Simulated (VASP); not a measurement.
# As (Fd-3m) in VASP: further runs

Runs on As. Level: LDA. Tasks: single point, relaxation of cell and atoms.

Everything below comes from runs of VASP 6.6.1. Logs are shortened: lines on timing, memory, paths and dates and some standing lists are left out, and cuts for length are marked.

**1. The cell of the first run**

It takes space group Fd-3m (No. 227, cubic). The conventional cell has a = 5.988 Å, b = 5.988 Å, c = 5.988 Å, α = 90.00°, β = 90.00°, γ = 90.00°. As (site symmetry -43m) has 4 As at 2.59 Å within 3.4 Å.

**2. Single point, LDA**

Input file INCAR:

```
SYSTEM = As
PREC = Accurate
ENCUT = 520
EDIFF = 1E-7
ISMEAR = 1
SIGMA = 0.1
LREAL = .False.
LASPH = .True.
NELM = 60
ALGO = Normal
ISIF = 2
LWAVE = .False.
LCHARG = .True.
LELF = .True.
LVHAR = .True.
NBANDS = 12
```

Input file KPOINTS:

```
regular mesh
0
Gamma
  6 6 6
  0 0 0
```

Input file POSCAR:

```
As
1.0
    0.0000000000      2.9941644478      2.9941644478
    2.9941644478      0.0000000000      2.9941644478
    2.9941644478      2.9941644478      0.0000000000
As
2
Direct
    0.0000000000      0.0000000000      0.0000000000
    0.2500000000      0.2500000000      0.2500000000
```

Potentials or basis: VASP PAW LDA potentials, release 64 (As).

The run is started by

```bash
$ cat potpaw_LDA.64/As/POTCAR > POTCAR
$ mpirun -np 1 vasp_std > vasp.out
```

OUTCAR:

```text
SYSTEM = As
   PREC = Accurate
   ENCUT = 520
   EDIFF = 1E-7
   ISMEAR = 1
   LREAL = .False.
   LASPH = .True.
   NELM = 60
   ISIF = 2

 ion  position               nearest neighbor table
   1  0.000  0.000  0.000-   2 2.59   2 2.59   2 2.59   2 2.59
   2  0.250  0.250  0.250-   1 2.59   1 2.59   1 2.59   1 2.59

  LATTYP: Found a face centered cubic cell.
 ALAT       =     5.9883288956

  Lattice vectors:

 A1 = (   0.0000000000,   2.9941644478,   2.9941644478)
 A2 = (   2.9941644478,   0.0000000000,   2.9941644478)
 A3 = (   2.9941644478,   2.9941644478,   0.0000000000)

Analysis of symmetry for initial positions (statically):
=====================================================================
 Subroutine PRICEL returns:
 Original cell was already a primitive cell.

 Routine SETGRP: Setting up the symmetry group for a
 face centered cubic supercell.

 Subroutine GETGRP returns: Found 48 space group operations
 (whereof 24 operations were pure point group operations)
 out of a pool of 48 trial point group operations.

The static configuration has the point symmetry T_d .
 The point group associated with its full space group is O_h .

Analysis of symmetry for dynamics (positions and initial velocities):
=====================================================================
 Subroutine PRICEL returns:
 Original cell was already a primitive cell.

 Routine SETGRP: Setting up the symmetry group for a
 face centered cubic supercell.

 Subroutine GETGRP returns: Found 48 space group operations
 (whereof 24 operations were pure point group operations)
 out of a pool of 48 trial point group operations.

The dynamic configuration has the point symmetry T_d .
 The point group associated with its full space group is O_h .

 Subroutine INISYM returns: Found 48 space group operations
 (whereof 24 operations are pure point group operations),
 and found     1 'primitive' translations

----------------------------------------------------------------------------------------

                                     Primitive cell

  volume of cell :      53.6855

  direct lattice vectors                    reciprocal lattice vectors
     0.000000000  2.994164448  2.994164448    -0.166991496  0.166991496  0.166991496
     2.994164448  0.000000000  2.994164448     0.166991496 -0.166991496  0.166991496
     2.994164448  2.994164448  0.000000000     0.166991496  0.166991496 -0.166991496

  length of vectors
     4.234387970  4.234387970  4.234387970     0.289237755  0.289237755  0.289237755

  position of ions in fractional coordinates (direct lattice)
[... 8 lines left out ...]
----------------------------------------------------------------------------------------

 KPOINTS: regular mesh

Automatic generation of k-mesh.
 Grid dimensions read from file:
 generate k-points for:    6    6    6

 Generating k-lattice:

  Cartesian coordinates                     Fractional coordinates (reciprocal lattice)
    -0.027831916  0.027831916  0.027831916     0.166666667  0.000000000  0.000000000
     0.027831916 -0.027831916  0.027831916     0.000000000  0.166666667  0.000000000
     0.027831916  0.027831916 -0.027831916     0.000000000  0.000000000  0.166666667

  Length of vectors
     0.048206293  0.048206293  0.048206293

  Shift w.r.t. Gamma in fractional coordinates (k-lattice)
     0.000000000  0.000000000  0.000000000

 Subroutine IBZKPT returns following result:
 ===========================================

 Found     16 irreducible k-points:

 Following reciprocal coordinates:
            Coordinates               Weight
  0.000000  0.000000  0.000000      1.000000
  0.166667  0.000000  0.000000      8.000000
  0.333333  0.000000  0.000000      8.000000
  0.500000  0.000000  0.000000      4.000000
  0.166667  0.166667  0.000000      6.000000
  0.333333  0.166667  0.000000     24.000000
[... 8 lines left out ...]
 -0.333333  0.333333  0.166667     24.000000
 -0.333333  0.500000  0.166667     12.000000
   k-points           NKPTS =     16   k-points in BZ     NKDIM =     16   number of bands    NBANDS=     12
   number of dos      NEDOS =    301   number of ions     NIONS =      2
   total plane-waves  NPLWV =  32768
   dimension x,y,z NGX =    32 NGY =   32 NGZ =   32
   dimension x,y,z NGXF=    64 NGYF=   64 NGZF=   64
   ions per type =               2
   NGX,Y,Z   is equivalent  to a cutoff of  12.56, 12.56, 12.56 a.u.
   NGXF,Y,Z  is equivalent  to a cutoff of  25.13, 25.13, 25.13 a.u.
 SYSTEM =  As
   PREC   = accura    normal or accurate (medium, high low for compatibility)
   ISTART =      0    job   : 0-new  1-cont  2-samecut
   ICHARG =      2    charge: 1-file 2-atom 10-const
   ISPIN  =      1    spin polarized calculation?
   LNONCOLLINEAR =      F non collinear calculations
   LSORBIT =      F    spin-orbit coupling
   LASPH  =      T    aspherical Exc in radial PAW
   ENCUT  =  520.0 eV  38.22 Ry    6.18 a.u.   7.87  7.87  7.87*2*pi/ulx,y,z
   NELM   =     60;   NELMIN=  2; NELMDL= -5     # of ELM steps
   EDIFF  = 0.1E-06   stopping-criterion for ELM
   LREAL  =      F    real-space projection
   EDIFFG = 0.1E-05   stopping-criterion for IOM
   NSW    =      0    number of steps for IOM
   IBRION =     -1    ionic relax: 0-MD 1-quasi-New 2-CG
   NFREE  =      0    steps in history (QN), initial steepest desc. (CG)
   ISIF   =      2    stress and relaxation
   ISYM   =      2    0-nonsym 1-usesym 2-fastsym
   POTIM  = 0.5000    time-step for ionic-motion
   TEBEG  =    0.0;   TEEND  =   0.0 temperature during run
   PSTRESS=    0.0 pullay stress
   NELECT =      10.0000    total number of electrons
   NUPDOWN=      -1.0000    fix difference up-down
   EMIN   =  10.00;   EMAX   =-10.00  energy-range for DOS
   EFERMI =   0.00;   METHOD = LEGACY
   ISMEAR =     1;   SIGMA  =   0.10  broadening in eV -4-tet -1-fermi 0-gaus
   EFERMI_NEDOS =   21; number of points for ismear=-14 and -15
   IALGO  =     38    algorithm
   IMIX   =      4    mixing-type and parameters
     AMIX     =   0.40;   BMIX     =  1.00
     AMIX_MAG =   1.60;   BMIX_MAG =  1.00
  volume/ion in A,a.u.               =      26.84       181.14
  Fermi-wavevector in a.u.,A,eV,Ry     =   0.934952  1.766803 11.893325  0.874135
  Thomas-Fermi vector in A             =   2.061809
   LORBIT       =      0    0 simple, 1 ext, 2 COOP (PROOUT), +10 PAW based schemes
   GGA     = CA    functional components
   LHFCALC =     F    Hartree Fock is set to
   AEXX    =    0.0000 exact exchange contribution
   IVDW    =     0    specifies the selected vdW correction
   LEPSILON=     F    determine dielectric tensor
   LRPA    =     F    only Hartree local field effects (RPA)
 non-spin polarized calculation
 Methfessel and Paxton  Order N= 1 SIGMA  =   0.10
  energy-cutoff  :      520.00
  volume of cell :       53.69
 maximum number of plane-waves:      1464
   NGX = 15   NGY = 15   NGZ = 15

 number of electron      10.0000002 magnetization

 Free energy of the ion-electron system (eV)
  ---------------------------------------------------
  ext. energy  EPLUGINS =         0.00000000
  ---------------------------------------------------
  free energy    TOTEN  =        -9.95424283 eV

  energy without entropy =       -9.95401187  energy(sigma->0) =       -9.95416584

 E-fermi :   3.4514     XC(G=0):  -9.0788

 val. band max:        3.4055665009   @ k =  -0.3333   0.3333   0.1667
 cond. band min:       3.8333855157   @ k =   0.3333   0.1667   0.0000
 fundamental gap:      0.4278190148
 Fermi energy:         3.4513922811

 k-point     1 :       0.0000    0.0000    0.0000
  band No.  band energies     occupation
      1     -10.6912      2.00000
      2      -2.3668      2.00000
      3       1.2051      2.00000
      4       1.2051      2.00000
      5       1.2051      2.00000
      6       3.9856     -0.00000
      7       3.9856     -0.00000
      8       3.9856     -0.00000
      9       8.0961      0.00000
     10      11.3385      0.00000
     11      11.3385      0.00000
     12      13.0501      0.00000

 k-point     2 :       0.1667    0.0000    0.0000
  band No.  band energies     occupation
      1     -10.4383      2.00000
      2      -3.4708      2.00000
      3       0.8695      2.00000
      4       0.8695      2.00000
      5       1.2338      2.00000
      6       4.4756     -0.00000
      7       4.4756     -0.00000
      8       4.6892     -0.00000
      9       9.2185      0.00000
     10      10.5809      0.00000
     11      10.5809      0.00000
     12      12.2747      0.00000

 k-point     3 :       0.3333    0.0000    0.0000
  band No.  band energies     occupation
      1      -9.7664      2.00000
      2      -5.2788      2.00000
      3       0.3994      2.00000
      4       0.3994      2.00000
      5       0.8352      2.00000
      6       5.0931     -0.00000
      7       5.0931     -0.00000
      8       6.8061      0.00000
      9       9.9515      0.00000
     10      10.8540      0.00000
     11      10.8540      0.00000
     12      12.6945      0.00000
[... 166 lines left out ...]
 k-point    15 :      -0.3333    0.3333    0.1667
  band No.  band energies     occupation
      1      -8.5417      2.00000
      2      -6.9558      2.00000
      3      -1.5996      2.00000
      4      -0.7044      2.00000
      5       3.4056      1.69264
      6       4.9921     -0.00000
      7       6.6539      0.00000
      8       6.8138      0.00000
      9       9.3822      0.00000
     10      11.6054      0.00000
     11      12.6082      0.00000
     12      14.0195      0.00000

 k-point    16 :      -0.3333    0.5000    0.1667
  band No.  band energies     occupation
      1      -7.7772      2.00000
      2      -7.7772      2.00000
      3      -1.2790      2.00000
      4      -1.2790      2.00000
      5       3.8531     -0.00000
      6       3.8531     -0.00000
      7       7.1678      0.00000
      8       7.1678      0.00000
      9      10.8273      0.00000
     10      10.8273      0.00000
     11      13.7150      0.00000
     12      13.7150      0.00000

------------------------ aborting loop because EDIFF is reached ----------------------------------------

  FORCE on cell =-STRESS in cart. coord.  units (eV):
  Direction    XX          YY          ZZ          XY          YZ          ZX
  --------------------------------------------------------------------------------------
  -------------------------------------------------------------------------------------
  Total        0.0958026      0.0958026      0.0958026     -0.0000000      0.0000000      0.0000000
  in kB        2.8591113      2.8591113      2.8591113     -0.0000000      0.0000000      0.0000000
  external PRESSURE =       2.8591113 kB  Pullay stress =       0.0000000 kB

 VOLUME and BASIS-vectors are now :
 -----------------------------------------------------------------------------
  energy-cutoff  :      520.00
  volume of cell :       53.69
      direct lattice vectors                 reciprocal lattice vectors
     0.000000000  2.994164448  2.994164448    -0.166991496  0.166991496  0.166991496
     2.994164448  0.000000000  2.994164448     0.166991496 -0.166991496  0.166991496
     2.994164448  2.994164448  0.000000000     0.166991496  0.166991496 -0.166991496

 POSITION                                       TOTAL-FORCE (eV/Angst)
 -----------------------------------------------------------------------------------
      0.00000      0.00000      0.00000         0.000000      0.000000      0.000000
      1.49708      1.49708      1.49708        -0.000000     -0.000000     -0.000000
 -----------------------------------------------------------------------------------
    total drift:                               -0.000000      0.000000      0.000000

  FREE ENERGIE OF THE ION-ELECTRON SYSTEM (eV)
  ---------------------------------------------------
  free  energy   TOTEN  =        -9.9542428253 eV

  energy  without entropy=       -9.9540118678  energy(sigma->0) =       -9.95416584
```

Wall time 5.6 s (1 thread of AMD EPYC 9R45 (Zen 5), shared host); peak memory 0.12 GiB.

What came out:

- Free energy: -9.9542 eV
- Pressure: 0.3 GPa
- Band gap on the k mesh: zero (band 5 reaches 3.85 eV, above the bottom of band 6 at 2.62 eV)

**3. Single point, LDA**

This run uses another cell than the first one, of 27.11 Å³/atom, 1.010 times its volume.

Input file INCAR:

```
SYSTEM = As
PREC = Accurate
ENCUT = 520
EDIFF = 1E-7
ISMEAR = 1
SIGMA = 0.1
LREAL = .FALSE.
LASPH = .TRUE.
NELM = 60
ALGO = Normal
ISIF = 2
LWAVE = .FALSE.
LCHARG = .FALSE.
GGA = CA
NBANDS = 12
```

Input file KPOINTS:

```
regular mesh
0
G
  6 6 6
  0 0 0
```

Input file POSCAR:

```
As
1.0
    0.0000000000      3.0041119111      3.0041119111
    3.0041119111      0.0000000000      3.0041119111
    3.0041119111      3.0041119111      0.0000000000
As
2
Direct
    0.0000000000      0.0000000000      0.0000000000
    0.2500000000      0.2500000000      0.2500000000
```

Potentials or basis: VASP PAW LDA potentials, release 64 (As).

The run is started by

```bash
$ cat potpaw_LDA.64/As/POTCAR > POTCAR
$ mpirun -np 1 vasp_std > vasp.out
```

It took 16 s on 1 thread of AMD EPYC 7R13, shared host; peak memory 0.12 GiB.

It converged, with:

- Free energy: -9.9542 eV
- Pressure: -0.3 GPa
- Band gap on the k mesh: zero (band 5 reaches 3.76 eV, above the bottom of band 6 at 2.55 eV)

Levels at points of the mesh, in eV from the Fermi level:
```tsv
k point	band 2	band 3	band 4	band 5	band 6	band 7	band 8	band 9
(0.00, 0.00, 0.00)	-5.86	-2.21	-2.21	-2.21	0.56	0.56	0.56	4.65
(0.50, 0.00, 0.00)	-9.65	-3.19	-3.19	-2.80	1.81	1.81	4.95	6.92
(0.50, 0.50, 0.00)	-11.19	-4.31	-4.31	-0.80	-0.80	5.19	5.19	7.56
```

**4. Relaxation of cell and atoms, LDA**

Input file INCAR:

```
SYSTEM = As
  ALGO = Normal
  EDIFF = 1E-7
  EDIFFG = -0.01
  ENCUT = 600
  IBRION = 2
  ISIF = 3
  ISMEAR = 1
  LASPH = .True.
  LCHARG = .False.
  LREAL = .False.
  LWAVE = .False.
  NELM = 80
  NSW = 80
  PREC = Accurate
  SIGMA = 0.1
```

Input file KPOINTS:

```
k-points
0
Gamma
  6 6 6
  0 0 0
```

Input file POSCAR:

```
As
1.0
    0.0000000000      2.9941644478      2.9941644478
    2.9941644478      0.0000000000      2.9941644478
    2.9941644478      2.9941644478      0.0000000000
As
2
Direct
    0.0000000000      0.0000000000      0.0000000000
    0.2500000000      0.2500000000      0.2500000000
```

The run is started by

```bash
$ cat potpaw_LDA.64/As/POTCAR > POTCAR
$ mpirun -np 1 vasp_std > vasp.out
```

It took 37 s on 1 thread of AMD EPYC 7R13, shared host; peak memory 0.15 GiB.

It converged, with:

```yaml
Free_energy: -9.9545 eV
Relaxed_volume: 26.97 Å³/atom
Relaxed_cell: a = 4.241 Å, b = 4.241 Å, c = 4.241 Å, α = 60.00°, β = 60.00°, γ = 60.00°
Space_group_after_relaxing_to_0.05_Å: Fd-3m (No. 227)
Energy_gained_by_relaxing: 0.1 meV/atom
Ionic_steps: 3
Pressure_after_relaxing: 0.0 GPa
Band_gap_on_the_k_mesh: zero (band 5 reaches 3.81 eV, above the bottom of band 6 at 2.59 eV)
```

The path:
```
step  energy change (eV)  largest force (eV/Å)  pressure (GPa)  volume (Å³)
   1              0.0000                0.0000            0.29        53.69
   2             -0.0002                0.0000           -0.12        54.06
   3             -0.0002                0.0000            0.00        53.94
```

Final structure:
```xyz
2
Lattice="0.0000 2.9990 2.9990 2.9990 0.0000 2.9990 2.9990 2.9990 0.0000" Properties=species:S:1:pos:R:3 pbc="T T T"
As    0.0000    0.0000    0.0000
As    1.4995    1.4995    1.4995
```

Levels at points of the mesh, in eV from the Fermi level:
```
           k point  band 3  band 4  band 5  band 6  band 7  band 8
(0.00, 0.00, 0.00)   -2.23   -2.23   -2.23    0.55    0.55    0.55
(0.50, 0.00, 0.00)   -3.21   -3.21   -2.81    1.80    1.80    4.97
(0.50, 0.50, 0.00)   -4.34   -4.34   -0.81   -0.81    5.21    5.21
```

[end of part 1 of 2]
